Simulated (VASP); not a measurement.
Input of a VASP 6.6.1 run:

INCAR

```
SYSTEM = Ba
PREC = Accurate ; ENCUT = 520
EDIFF = 1E-6 ; ISMEAR = -1
SIGMA = 0.1 ; LREAL = .FALSE.
LASPH = .TRUE. ; NELM = 80
ALGO = Normal ; ISIF = 2
LWAVE = .FALSE. ; LCHARG = .FALSE.
GGA = CA ; NBANDS = 11
```

The input KPOINTS:

```
regular mesh
0
G
  9 9 10
  0 0 0
```

File POSCAR:

```
Ba
1.0
    3.9329891667      0.0000000000      0.0000000000
    0.0000000000      3.9329891667      0.0000000000
    0.0000000000      0.0000000000      3.6055390000
Ba
1
Direct
    0.5000000000      0.5000000000      0.5000000000
```

Potentials or basis: VASP PAW LDA potentials, release 64 (Ba_sv).

Command:

```bash
$ cat potpaw_LDA.64/Ba_sv/POTCAR > POTCAR
$ mpirun -np 1 vasp_std > vasp.out
```

Q: Estimate the band gap on the k mesh.

A: Zero (band 5 reaches 1.86 eV, above the bottom of band 6 at 1.46 eV).

Q: What does it give for the pressure?

A: -0.5 GPa.

Stress tensor (GPa, compression positive):
```
-1.43  0.00  0.00
 0.00 -1.43  0.00
 0.00  0.00  1.46
```

Caveat: spin-orbit coupling is left out, which moves the levels of the heavy elements.
